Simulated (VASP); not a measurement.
A run of VASP 6.6.1 is set up as follows.

The input INCAR:

```
SYSTEM = TaN
PREC = Accurate
ENCUT = 700
EDIFF = 1E-6
ISMEAR = -1
SIGMA = 0.05
LREAL = .False.
LASPH = .True.
NELM = 120
ALGO = Normal
ISIF = 2
LWAVE = .False.
LCHARG = .False.
GGA = PE
NBANDS = 16
GGA_COMPAT = .False.
```

KPOINTS

```
Automatic mesh
0
Gamma
  15 15 13
  0 0 0
```

POSCAR

```
TaN
1.0
    2.5161187071      0.0000000000      0.0000000000
   -1.2580593536      2.1790227193      0.0000000000
    0.0000000000      0.0000000000      2.5495513361
Ta N
1 1
Direct
    0.0000000000      0.0000000000      0.0000000000
    0.3333333333      0.6666666667      0.5000000000
```

Potentials or basis: VASP PAW PBE potentials, release 64 (Ta_sv_GW, N).

Run with:

```sh
$ cat potpaw_PBE.64/Ta_sv_GW/POTCAR potpaw_PBE.64/N/POTCAR > POTCAR
$ mpirun -np 1 vasp_std > vasp.out
```

(1) Predict the band gap on the k mesh.

(2) Predict the pressure.

## Answers

(1) zero (bands 9 and 10 overlap by 1.79 eV).

(2) 385.7 GPa.

Caveat: the cell stands under pressure; spin-orbit coupling is left out, which moves the levels of the heavy elements.
